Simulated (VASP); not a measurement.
# BN (P6_3mc) in VASP: further runs

BN is run at these levels: PBE; tasks: single point.

Program: VASP 6.6.1. These are calculated values, not measurements. Logs are shortened: lines on timing, memory, paths and dates and some standing lists are left out, and cuts for length are marked.

## Step 1: The cell of the first run

The structure is hexagonal, space group P6_3mc (No. 186). The conventional cell has a = 2.631 Å, b = 2.631 Å, c = 4.225 Å, α = 90.00°, β = 90.00°, γ = 120.00°. Within 2.1 Å of B (site symmetry 3m) lie 4 N at 1.58 to 1.61 Å. Within 2.1 Å of N (site symmetry 3m) lie 4 B at 1.58 to 1.61 Å.

## Step 2: Single point, PBE (strain +0.0300 x Voigt [1, 1, 0, 0, 0, 0])

File INCAR:

```
PREC     = Accurate       # precision mode
ENCUT    = 520            # plane-wave cutoff, eV
EDIFF    = 1E-7           # SCF threshold, eV
ISMEAR   = 0              # smearing method
SIGMA    = 0.05           # smearing width, eV
LREAL    = F              # projectors in reciprocal space
LASPH    = T              # aspherical terms in the spheres
NELM     = 80             # most SCF steps
ALGO     = Normal         # electronic algorithm
ISIF     = 2              # what is computed and relaxed
LWAVE    = F              # write WAVECAR
LCHARG   = F              # write CHGCAR
GGA      = PE             # functional
NBANDS   = 16             # bands
```

File KPOINTS:

```
Automatic mesh
0
Gamma
  12 12 6
```

File POSCAR:

```
BN
1.0
    2.6312174991      0.0000000000      0.0000000000
   -1.3156087495      2.2787011971      0.0000000000
    0.0000000000      0.0000000000      4.2245145363
B N
2 2
Direct
    0.6666666667      0.3333333333      0.9998058548
    0.3333333333      0.6666666667      0.4998058548
    0.6666666667      0.3333333333      0.6251941452
    0.3333333333      0.6666666667      0.1251941452
```

Potentials or basis: VASP PAW PBE potentials, release 64 (B, N).

Started as:

```bash
$ cat potpaw_PBE.64/B/POTCAR potpaw_PBE.64/N/POTCAR > POTCAR
$ mpirun -np 1 vasp_std > vasp.out
```

OUTCAR:

```text
PREC = Accurate
   ENCUT = 520
   EDIFF = 1E-7
   ISMEAR = 0
   LREAL = F
   LASPH = T
   NELM = 80
   ISIF = 2
   GGA = PE

 ion  position               nearest neighbor table
   1  0.667  0.333  1.000-   3 1.58   4 1.61   4 1.61   4 1.61
   2  0.333  0.667  0.500-   4 1.58   3 1.61   3 1.61   3 1.61
   3  0.667  0.333  0.625-   1 1.58   2 1.61   2 1.61   2 1.61
   4  0.333  0.667  0.125-   2 1.58   1 1.61   1 1.61   1 1.61

  LATTYP: Found a hexagonal cell.
 ALAT       =     2.6312174991
 C/A-ratio  =     1.6055360447

  Lattice vectors:

 A1 = (   2.6312174991,   0.0000000000,   0.0000000000)
 A2 = (  -1.3156087495,   2.2787011971,   0.0000000000)
 A3 = (   0.0000000000,   0.0000000000,   4.2245145363)

Analysis of symmetry for initial positions (statically):
=====================================================================
 Subroutine PRICEL returns:
 Original cell was already a primitive cell.

 Routine SETGRP: Setting up the symmetry group for a
 hexagonal supercell.

 Subroutine GETGRP returns: Found 12 space group operations
 (whereof  6 operations were pure point group operations)
 out of a pool of 24 trial point group operations.

The static configuration has the point symmetry C_3v.
 The point group associated with its full space group is C_6v.

Analysis of symmetry for dynamics (positions and initial velocities):
=====================================================================
 Subroutine PRICEL returns:
 Original cell was already a primitive cell.

 Routine SETGRP: Setting up the symmetry group for a
 hexagonal supercell.

 Subroutine GETGRP returns: Found 12 space group operations
 (whereof  6 operations were pure point group operations)
 out of a pool of 24 trial point group operations.

The dynamic configuration has the point symmetry C_3v.
 The point group associated with its full space group is C_6v.

 Subroutine INISYM returns: Found 12 space group operations
 (whereof  6 operations are pure point group operations),
 and found     1 'primitive' translations

----------------------------------------------------------------------------------------

                                     Primitive cell

  volume of cell :      25.3292

  direct lattice vectors                    reciprocal lattice vectors
     2.631217499  0.000000000  0.000000000     0.380052200  0.219423240  0.000000000
    -1.315608749  2.278701197  0.000000000     0.000000000  0.438846480  0.000000000
     0.000000000  0.000000000  4.224514536     0.000000000  0.000000000  0.236713590

  length of vectors
     2.631217499  2.631217499  4.224514536     0.438846480  0.438846480  0.236713590

  position of ions in fractional coordinates (direct lattice)
     0.666666667  0.333333333  0.999805855
     0.333333333  0.666666667  0.499805855
     0.666666667  0.333333333  0.625194145
     0.333333333  0.666666667  0.125194145

  ion indices of the primitive-cell ions
   primitive index   ion index
                 1           1
                 2           2
                 3           3
                 4           4

----------------------------------------------------------------------------------------

 KPOINTS: Automatic mesh

Automatic generation of k-mesh.
 Grid dimensions read from file:
 generate k-points for:   12   12    6

 Generating k-lattice:

  Cartesian coordinates                     Fractional coordinates (reciprocal lattice)
     0.031671017  0.018285270  0.000000000     0.083333333 -0.000000000  0.000000000
     0.000000000  0.036570540  0.000000000     0.000000000  0.083333333  0.000000000
     0.000000000  0.000000000  0.039452265     0.000000000  0.000000000  0.166666667

  Length of vectors
     0.036570540  0.036570540  0.039452265

  Shift w.r.t. Gamma in fractional coordinates (k-lattice)
     0.000000000  0.000000000  0.000000000

 Subroutine IBZKPT returns following result:
 ===========================================

 Found     76 irreducible k-points:

 Following reciprocal coordinates:
            Coordinates               Weight
  0.000000  0.000000  0.000000      1.000000
  0.083333 -0.000000  0.000000      6.000000
  0.166667  0.000000  0.000000      6.000000
  0.250000 -0.000000  0.000000      6.000000
  0.333333 -0.000000  0.000000      6.000000
  0.416667 -0.000000  0.000000      6.000000
[... 16 lines left out ...]
  0.250000 -0.000000  0.166667     12.000000
  0.333333 -0.000000  0.166667     12.000000
 [... further k-points ...]
   k-points           NKPTS =     76   k-points in BZ     NKDIM =     76   number of bands    NBANDS=     16
   number of dos      NEDOS =    301   number of ions     NIONS =      4
   total plane-waves  NPLWV =  12800
   dimension x,y,z NGX =    20 NGY =   20 NGZ =   32
   dimension x,y,z NGXF=    40 NGYF=   40 NGZF=   64
   ions per type =               2   2
   NGX,Y,Z   is equivalent  to a cutoff of  12.64, 12.64, 12.59 a.u.
   NGXF,Y,Z  is equivalent  to a cutoff of  25.27, 25.27, 25.19 a.u.
 SYSTEM =  unknown system
   PREC   = accura    normal or accurate (medium, high low for compatibility)
   ISTART =      0    job   : 0-new  1-cont  2-samecut
   ICHARG =      2    charge: 1-file 2-atom 10-const
   ISPIN  =      1    spin polarized calculation?
   LNONCOLLINEAR =      F non collinear calculations
   LSORBIT =      F    spin-orbit coupling
   LASPH  =      T    aspherical Exc in radial PAW
   ENCUT  =  520.0 eV  38.22 Ry    6.18 a.u.   4.89  4.89  7.85*2*pi/ulx,y,z
   NELM   =     80;   NELMIN=  2; NELMDL= -5     # of ELM steps
   EDIFF  = 0.1E-06   stopping-criterion for ELM
   LREAL  =      F    real-space projection
   EDIFFG = 0.1E-05   stopping-criterion for IOM
   NSW    =      0    number of steps for IOM
   IBRION =     -1    ionic relax: 0-MD 1-quasi-New 2-CG
   NFREE  =      0    steps in history (QN), initial steepest desc. (CG)
   ISIF   =      2    stress and relaxation
   ISYM   =      2    0-nonsym 1-usesym 2-fastsym
   POTIM  = 0.5000    time-step for ionic-motion
   TEBEG  =    0.0;   TEEND  =   0.0 temperature during run
   PSTRESS=    0.0 pullay stress
   NELECT =      16.0000    total number of electrons
   NUPDOWN=      -1.0000    fix difference up-down
   EMIN   =  10.00;   EMAX   =-10.00  energy-range for DOS
   EFERMI =   0.00;   METHOD = LEGACY
   ISMEAR =     0;   SIGMA  =   0.05  broadening in eV -4-tet -1-fermi 0-gaus
   EFERMI_NEDOS =   21; number of points for ismear=-14 and -15
   IALGO  =     38    algorithm
   IMIX   =      4    mixing-type and parameters
     AMIX     =   0.40;   BMIX     =  1.00
     AMIX_MAG =   1.60;   BMIX_MAG =  1.00
  volume/ion in A,a.u.               =       6.33        42.73
  Fermi-wavevector in a.u.,A,eV,Ry     =   1.404671  2.654443 26.845651  1.973100
  Thomas-Fermi vector in A             =   2.527209
   LORBIT       =      0    0 simple, 1 ext, 2 COOP (PROOUT), +10 PAW based schemes
   GGA     = PE    functional components
   LHFCALC =     F    Hartree Fock is set to
   AEXX    =    0.0000 exact exchange contribution
   IVDW    =     0    specifies the selected vdW correction
   LEPSILON=     F    determine dielectric tensor
   LRPA    =     F    only Hartree local field effects (RPA)
 non-spin polarized calculation
 Gauss-broadening in eV      SIGMA  =   0.05
  energy-cutoff  :      520.00
  volume of cell :       25.33
 maximum number of plane-waves:       699
 NGX is ok and might be reduce to    20
   NGX =  9   NGY =  9   NGZ = 15

 number of electron      15.9999997 magnetization

 Free energy of the ion-electron system (eV)
  ---------------------------------------------------
  ext. energy  EPLUGINS =         0.00000000
  ---------------------------------------------------
  free energy    TOTEN  =       -34.70556826 eV

  energy without entropy =      -34.70556826  energy(sigma->0) =      -34.70556826

 E-fermi :   6.8984     XC(G=0): -12.4692

 val. band max:        6.7004423443   @ k =   0.0000   0.0000   0.0000
 cond. band min:      12.0767192352   @ k =   0.3333   0.3333   0.0000
 fundamental gap:      5.3762768909
 Fermi energy:         6.8984466501

 k-point     1 :       0.0000    0.0000    0.0000
  band No.  band energies     occupation
      1     -12.9124      2.00000
      2      -8.8292      2.00000
      3      -3.5056      2.00000
      4       4.5080      2.00000
      5       4.5080      2.00000
      6       6.5128      2.00000
[... 8 lines left out ...]
     15      18.0603      0.00000
     16      22.4146      0.00000

 k-point     2 :       0.0833   -0.0000    0.0000
  band No.  band energies     occupation
      1     -12.7730      2.00000
      2      -8.7281      2.00000
      3      -3.3677      2.00000
      4       3.8572      2.00000
      5       4.2526      2.00000
      6       6.1358      2.00000
[... 8 lines left out ...]
     15      18.4590      0.00000
     16      22.2062      0.00000

 k-point     3 :       0.1667    0.0000    0.0000
  band No.  band energies     occupation
      1     -12.3597      2.00000
      2      -8.4424      2.00000
      3      -2.9600      2.00000
      4       2.3092      2.00000
      5       3.6501      2.00000
      6       4.8160      2.00000
[... 8 lines left out ...]
     15      19.5005      0.00000
     16      21.5873      0.00000

 k-point     4 :       0.2500   -0.0000    0.0000
  band No.  band energies     occupation
      1     -11.6907      2.00000
      2      -8.0381      2.00000
      3      -2.3025      2.00000
      4       0.5036      2.00000
      5       2.9721      2.00000
      6       3.1784      2.00000
[... 8 lines left out ...]
     15      20.8558      0.00000
     16      21.3706      0.00000

 k-point     5 :       0.3333   -0.0000    0.0000
  band No.  band energies     occupation
      1     -10.8090      2.00000
      2      -7.6796      2.00000
      3      -1.4449      2.00000
      4      -1.0762      2.00000
      5       1.5597      2.00000
      6       2.3995      2.00000
[... 8 lines left out ...]
     15      21.9237      0.00000
     16      22.1771      0.00000

 k-point     6 :       0.4167   -0.0000    0.0000
  band No.  band energies     occupation
      1      -9.8299      2.00000
      2      -7.6645      2.00000
      3      -2.0018      2.00000
      4      -0.5459      2.00000
      5       0.2657      2.00000
      6       2.0269      2.00000
[... 8 lines left out ...]
     15      22.0641      0.00000
     16      23.1380      0.00000
[... 267 lines left out ...]
 k-point    21 :       0.0833   -0.0000    0.1667
  band No.  band energies     occupation
      1     -12.6094      2.00000
      2      -9.2701      2.00000
      3      -2.5516      2.00000
      4       3.9853      2.00000
      5       4.3775      2.00000
      6       5.4708      2.00000
[... 8 lines left out ...]
     15      18.1469      0.00000
     16      21.8485      0.00000

 k-point    22 :       0.1667    0.0000    0.1667
  band No.  band energies     occupation
      1     -12.1988      2.00000
      2      -8.9529      2.00000
      3      -2.2049      2.00000
      4       2.4637      2.00000
      5       3.7837      2.00000
      6       4.3381      2.00000
[... 8 lines left out ...]
     15      19.1873      0.00000
     16      21.5241      0.00000

 k-point    23 :       0.2500   -0.0000    0.1667
  band No.  band energies     occupation
      1     -11.5351      2.00000
      2      -8.4852      2.00000
      3      -1.7223      2.00000
      4       0.7550      2.00000
      5       2.7062      2.00000
      6       3.1129      2.00000
[... 8 lines left out ...]
     15      20.5304      0.00000
     16      21.4769      0.00000

 k-point    24 :       0.3333   -0.0000    0.1667
  band No.  band energies     occupation
      1     -10.6640      2.00000
      2      -8.0102      2.00000
      3      -1.6954      2.00000
      4      -0.1652      2.00000
      5       1.0840      2.00000
      6       2.5450      2.00000
[... 8 lines left out ...]
     15      21.8188      0.00000
     16      22.0916      0.00000

 [... further k-points ...]
[... 5 lines left out ...]
  --------------------------------------------------------------------------------------
  -------------------------------------------------------------------------------------
  Total       -4.3094468     -4.3094468     -0.4727431     -0.0000000      0.0000000     -0.0000000
  in kB     -272.5907806   -272.5907806    -29.9030053     -0.0000000      0.0000000     -0.0000000
  external PRESSURE =    -191.6948555 kB  Pullay stress =       0.0000000 kB

 VOLUME and BASIS-vectors are now :
 -----------------------------------------------------------------------------
  energy-cutoff  :      520.00
  volume of cell :       25.33
      direct lattice vectors                 reciprocal lattice vectors
     2.631217499  0.000000000  0.000000000     0.380052200  0.219423240  0.000000000
    -1.315608749  2.278701197  0.000000000     0.000000000  0.438846480  0.000000000
     0.000000000  0.000000000  4.224514536     0.000000000  0.000000000  0.236713590

 POSITION                                       TOTAL-FORCE (eV/Angst)
 -----------------------------------------------------------------------------------
      1.31561      0.75957      4.22369        -0.000000      0.000000      0.013315
     -0.00000      1.51913      2.11144         0.000000      0.000000      0.013315
      1.31561      0.75957      2.64114        -0.000000     -0.000000     -0.013315
     -0.00000      1.51913      0.52888         0.000000      0.000000     -0.013315
 -----------------------------------------------------------------------------------
    total drift:                               -0.000000     -0.000000     -0.000027

  FREE ENERGIE OF THE ION-ELECTRON SYSTEM (eV)
  ---------------------------------------------------
  free  energy   TOTEN  =       -34.7055682631 eV

  energy  without entropy=      -34.7055682631  energy(sigma->0) =      -34.70556826
```

Run time: 17 s. Hardware: 1 thread of Intel Xeon 6975P-C (Granite Rapids), shared host; peak memory 0.14 GiB.

Results:

* Free energy: -34.7056 eV
* Pressure: -19.2 GPa
* Largest force: 0.013 eV/Å
* Band gap on the k mesh: 5.38 eV, indirect (least direct gap 7.72 eV)

Forces in eV/Å, atoms in the order of the input:
```
B    0.000  0.000  0.013
B    0.000  0.000  0.013
N    0.000  0.000 -0.013
N    0.000  0.000 -0.013
```

Levels at points of the mesh, in eV from the valence-band top:
```csv
k point,band 6,band 7,band 8,band 9,band 10,band 11
"(0.00, 0.00, 0.00)",-0.19,0.00,0.00,7.83,7.83,8.15
"(0.50, 0.00, 0.00)",-4.80,-4.14,-1.86,6.17,7.92,10.04
"(0.00, 0.00, 0.50)",-1.22,-1.22,-1.22,8.44,8.44,9.38
"(0.50, 0.00, 0.50)",-3.57,-3.21,-3.21,6.38,6.38,9.76
```

Caveat: the cell differs from its parent crystal (strain +0.0300 x Voigt [1, 1, 0, 0, 0, 0]). A k mesh can miss the band edges.

[end of part 1 of 2]
